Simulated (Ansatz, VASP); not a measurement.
## One calculation of InP, two programs

The input INCAR:

```
PREC = Accurate
ENCUT = 520
EDIFF = 1E-6
ISMEAR = -1
SIGMA = 0.02
LREAL = False
LASPH = True
NELM = 60
ALGO = Normal
ISIF = 2
LWAVE = False
LCHARG = True
GGA = PS
LELF = True
LVHAR = True
NBANDS = 16
```

File KPOINTS:

```
Automatic mesh
0
Gamma
  6 6 6
```

POSCAR

```
InP
1.0
    0.0000000000      2.7453630729      2.7453630729
    2.7453630729      0.0000000000      2.7453630729
    2.7453630729      2.7453630729      0.0000000000
In P
1 1
Direct
    0.0000000000      0.0000000000      0.0000000000
    0.5000000000      0.5000000000      0.5000000000
```

Input for Ansatz:

```yaml
crystal:
  lattice:
    - [0.0, 2.7453630729, 2.7453630729]
    - [2.7453630729, 0.0, 2.7453630729]
    - [2.7453630729, 2.7453630729, 0.0]
  atoms:
    - { symbol: In, position: [0.0, 0.0, 0.0] }
    - { symbol: P, position: [0.5, 0.5, 0.5] }
kpoints:
  mp_grid: { grid: [6, 6, 6] }
hamiltonian:
  xc: pbesol
scf:
  occupations: { method: fermi_dirac, width: 0.02 }
  n_extra_bands: 4
output:
  forces: true
  stress: true
  eigenvalues: true
```

Alike in both runs: task single point; functional PBEsol; k mesh 6 × 6 × 6; occupations fermi-dirac, width 0.02 eV; no spin polarisation.

|  | VASP | Ansatz |
| --- | --- | --- |
| version | VASP 6.6.1 | Ansatz 0.2.0 |
| potentials or method | VASP PAW PBE potentials, release 64 (In_d, P) | plane waves, PAW |
| plane-wave cutoff (eV) | 520 | 420 |
| valence electrons in the cell | 18 | 18 |

VASP gave:

* pressure (GPa): -1.2

**Question.** Estimate Ansatz's values.

**Answer.** Pressure (GPa): -1.3.

VASP's potentials were made for PBE, not for PBEsol.
